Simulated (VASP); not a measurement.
# Ga5B (P6/mmm) in VASP: a series of runs, part 2 of 2

VASP 6.6.1. The steps go on from the part before.

## 5. Single point, PBE

This run uses another cell than the first one, of the same volume but with other edges.

Input file INCAR:

```
SYSTEM = Ga5B
  PREC = Accurate
  ENCUT = 520
  EDIFF = 1E-6
  ISMEAR = 0
  SIGMA = 0.1
  LREAL = .False.
  LASPH = .True.
  NELM = 80
  ALGO = Fast
  ISIF = 2
  LWAVE = .False.
  LCHARG = .True.
  GGA = PE
  LELF = .True.
  LVHAR = .True.
  NBANDS = 43
```

Input file KPOINTS:

```
regular mesh
0
Gamma
  12 12 8
  0 0 0
```

Input file POSCAR:

```
Ga5B
1.0
    5.1084792899      0.0000000000      0.0000000000
   -2.5542396450      4.4240728398      0.0000000000
    0.0000000000      0.0000000000      5.1528166702
Ga B
5 1
Direct
    0.6666666667      0.3333333333      0.0000000000
    0.5000000000      0.0000000000      0.5000000000
    0.5000000000      0.5000000000      0.5000000000
    0.0000000000      0.5000000000      0.5000000000
    0.3333333333      0.6666666667      0.0000000000
    0.0000000000      0.0000000000      0.0000000000
```

Potentials or basis: VASP PAW PBE potentials, release 64 (Ga_d, B).

Launch:

```bash
> cat potpaw_PBE.64/Ga_d/POTCAR potpaw_PBE.64/B/POTCAR > POTCAR
> mpirun -np 1 vasp_std > vasp.out
```

OUTCAR:

```text
SYSTEM = Ga5B
   PREC = Accurate
   ENCUT = 520
   EDIFF = 1E-6
   ISMEAR = 0
   LREAL = .False.
   LASPH = .True.
   NELM = 80
   ISIF = 2
   GGA = PE

 ion  position               nearest neighbor table
   1  0.667  0.333  0.000-
   2  0.500  0.000  0.500-   4 2.55   4 2.55   3 2.55   3 2.55
   3  0.500  0.500  0.500-   4 2.55   4 2.55   2 2.55   2 2.55
   4  0.000  0.500  0.500-   3 2.55   3 2.55   2 2.55   2 2.55
   5  0.333  0.667  0.000-
   6  0.000  0.000  0.000-

  LATTYP: Found a hexagonal cell.
[... 1311 lines left out ...]
  -------------------------------------------------------------------------------------
  Total        0.0800188      0.0800188      0.0442191     -0.0000000     -0.0000000     -0.0000000
  in kB        1.1008906      1.1008906      0.6083612     -0.0000000     -0.0000000     -0.0000000
  external PRESSURE =       0.9367141 kB  Pullay stress =       0.0000000 kB

 VOLUME and BASIS-vectors are now :
 -----------------------------------------------------------------------------
  energy-cutoff  :      520.00
  volume of cell :      116.46
      direct lattice vectors                 reciprocal lattice vectors
     5.108479290  0.000000000  0.000000000     0.195752971  0.113018031  0.000000000
    -2.554239645  4.424072840  0.000000000     0.000000000  0.226036061  0.000000000
     0.000000000  0.000000000  5.152816670     0.000000000  0.000000000  0.194068616

 POSITION                                       TOTAL-FORCE (eV/Angst)
 -----------------------------------------------------------------------------------
      2.55424      1.47469      0.00000        -0.000000      0.000000      0.000000
      2.55424      0.00000      2.57641         0.000000      0.000000      0.000000
      1.27712      2.21204      2.57641         0.000000      0.000000      0.000000
     -1.27712      2.21204      2.57641         0.000000      0.000000      0.000000
     -0.00000      2.94938      0.00000        -0.000000     -0.000000      0.000000
      0.00000      0.00000      0.00000         0.000000      0.000000      0.000000
 -----------------------------------------------------------------------------------
    total drift:                               -0.000000     -0.000000     -0.000000

  FREE ENERGIE OF THE ION-ELECTRON SYSTEM (eV)
  ---------------------------------------------------
  free  energy   TOTEN  =       -16.6023195526 eV

  energy  without entropy=      -16.5877496793  energy(sigma->0) =      -16.59503462
```

OSZICAR:

```text
N       E                     dE             d eps       ncg     rms          rms(c)
DAV:   1     0.530889527992E+03    0.53089E+03   -0.32822E+04  8348   0.286E+03
DAV:   2     0.599617840561E+02   -0.47093E+03   -0.45909E+03  8258   0.603E+02
DAV:   3    -0.132524913682E+02   -0.73214E+02   -0.71733E+02  9488   0.174E+02
DAV:   4    -0.166858144820E+02   -0.34333E+01   -0.33771E+01  9448   0.390E+01
DAV:   5    -0.167852397974E+02   -0.99425E-01   -0.98859E-01  9850   0.678E+00    0.240E+00
RMM:   6    -0.166419191762E+02    0.14332E+00   -0.26748E-01 10859   0.433E+00    0.126E+00
RMM:   7    -0.166043052193E+02    0.37614E-01   -0.11548E-01 11031   0.234E+00    0.300E-01
RMM:   8    -0.166020777782E+02    0.22274E-02   -0.13956E-02 11636   0.888E-01    0.738E-02
RMM:   9    -0.166022658235E+02   -0.18805E-03   -0.31454E-03 13544   0.417E-01    0.378E-02
RMM:  10    -0.166023019063E+02   -0.36083E-04   -0.41927E-04 11975   0.151E-01    0.945E-03
RMM:  11    -0.166023147949E+02   -0.12889E-04   -0.15066E-04 12847   0.835E-02    0.511E-03
RMM:  12    -0.166023189923E+02   -0.41974E-05   -0.26635E-05 11990   0.365E-02    0.227E-03
RMM:  13    -0.166023195151E+02   -0.52280E-06   -0.10100E-05 10133   0.239E-02    0.896E-04
RMM:  14    -0.166023195526E+02   -0.37535E-07   -0.22659E-06  6531   0.118E-02
   1 F= -.16602320E+02 E0= -.16595035E+02  d E =-.145699E-01
```

stdout:

```text
POSCAR found type information on POSCAR GaB
 POSCAR found :  2 types and       6 ions
 scaLAPACK will be used
 LDA part: xc-table for (Slater+PW92), standard interpolation
 POSCAR, INCAR and KPOINTS ok, starting setup
 FFT: planning ... GRIDC
 FFT: planning ... GRID_SOFT
 FFT: planning ... GRID
 WAVECAR not read
 entering main loop
```

Wall time 3.6 min (1 thread of Intel Xeon 6975P-C (Granite Rapids), shared host); peak memory 0.48 GiB.

What came out:

| Property | Result |
| --- | --- |
| Free energy | -16.6023 eV |
| Pressure | 0.1 GPa |
| Band gap on the k mesh | zero (bands 34 and 35 overlap by 3.28 eV) |

Levels at points of the mesh, in eV from the Fermi level:
| k point | band 31 | band 32 | band 33 | band 34 | band 35 | band 36 | band 37 | band 38 |
| --- | --- | --- | --- | --- | --- | --- | --- | --- |
| (0.00, 0.00, 0.00) | -3.02 | -2.84 | -1.84 | -1.84 | 0.23 | 1.43 | 1.43 | 1.87 |
| (0.50, 0.00, 0.00) | -3.02 | -2.59 | -1.53 | -0.69 | -0.25 | 1.21 | 2.13 | 2.77 |
| (0.00, 0.00, 0.50) | -2.04 | -2.04 | -1.03 | -1.03 | -0.71 | -0.71 | -0.50 | -0.50 |
| (0.50, 0.00, 0.50) | -3.34 | -2.76 | -2.48 | 2.04 | 2.07 | 2.99 | 3.04 | 3.90 |

## 6. The runs side by side

```tsv
task	cell	k mesh	cutoff (eV)	gap on the mesh (eV)	pressure (GPa)
single point	a = 5.362, b = 5.362, c = 4.668 Å, angles 90.0, 90.0, 120.0°, 6 atoms	6 × 6 × 4	520	none	0.1
single point	a = 5.355, b = 5.355, c = 4.325 Å, angles 90.0, 90.0, 120.0°, 6 atoms	6 × 6 × 4	520	none	5.7
relaxation of cell and atoms	relaxed from a = 5.355, b = 5.355, c = 4.325 Å, angles 90.0, 90.0, 120.0°, 6 atoms	6 × 6 × 4	600	none	0.0
single point	a = 5.108, b = 5.108, c = 5.153 Å, angles 90.0, 90.0, 120.0°, 6 atoms	12 × 12 × 8	520	none	0.1
```

Alike in all rows: level PBE; potentials or basis VASP PAW PBE potentials, release 64 (Ga_d, B); no spin polarisation; smearing gaussian 0.1 eV.

Caveats: some runs use coarse meshes.

Absolute energies hang on the potentials; compare differences alone.
